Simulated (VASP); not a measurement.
Wanted: the native input for a VASP 6.6.1 run.

- Task: relaxation of cell and atoms
- Functional: PBE
- Potentials or basis: VASP PAW PBE potentials, release 64 (Si, C_h)
- Cutoff: 1300 eV
- k mesh: 6 × 6 × 2
- Occupations: gaussian, width 0.1 eV
- Spin: no spin polarisation
- Dipole correction: no
- Further INCAR settings: ALGO = Normal; EDIFF = 1e-07; IBRION = 2; EDIFFG = -0.04; NSW = 90; ISIF = 3

The structure of SiC2 lies in POSCAR:

```
SiC2
1.0
    2.6447227300      0.0000000000      0.0000000000
   -1.3223613600      2.2903970700      0.0000000000
    0.0000000000      0.0000000000     13.4789956300
Si C
2 4
Direct
    0.3333333300      0.6666666700      0.4166666700
    0.6666666700      0.3333333300      0.5833333300
    0.3333333300      0.6666666700      0.7500000000
    0.3333333300      0.6666666700      0.0833333300
    0.6666666700      0.3333333300      0.9166666700
    0.6666666700      0.3333333300      0.2500000000
```

The input as run:

INCAR

```
PREC = Accurate
ENCUT = 1300
EDIFF = 1E-7
ISMEAR = 0
SIGMA = 0.1
LREAL = False
LASPH = True
NELM = 120
ALGO = Normal
ISIF = 3
LWAVE = False
LCHARG = False
GGA = PE
IBRION = 2
NSW = 90
EDIFFG = -0.04
GGA_COMPAT = False
NELMIN = 4
```

KPOINTS

```
Automatic mesh
0
Gamma
  6 6 2
```

Potentials or basis: VASP PAW PBE potentials, release 64 (Si, C_h).

The run is started by

```sh
$ cat potpaw_PBE.64/Si/POTCAR potpaw_PBE.64/C_h/POTCAR > POTCAR
$ mpirun -np 1 vasp_std > vasp.out
```

Results of the run:

```yaml
Relaxed_volume: 12.21 Å³/atom
Relaxed_cell: a = 2.494 Å, b = 2.494 Å, c = 13.593 Å, α = 90.00°, β = 90.00°, γ = 120.00°
Space_group_after_relaxing_to_0.1_Å: P-3m1 (No. 164)
Energy_gained_by_relaxing: 3485.8 meV/atom
Ionic_steps: 70
Pressure_after_relaxing: 0.1 GPa
Largest_force_after_relaxing: 0.026 eV/Å
Band_gap_on_the_k_mesh: zero (bands 12 and 13 overlap by 1.98 eV)
```

Caveat: the k points lie up to 0.48 Å⁻¹ apart in the final cell, too coarse for converged energies and pressures of a metal; the highest band is partly filled, so the run has too few bands; this functional lacks dispersion, which binds layers or chains, so the pressure and a relaxed spacing across them are unreliable.

Wall time 45 min on 1 thread of Intel(R) Xeon(R) Platinum 8488C (Sapphire Rapids) (shared host), peak memory 0.47 GiB.
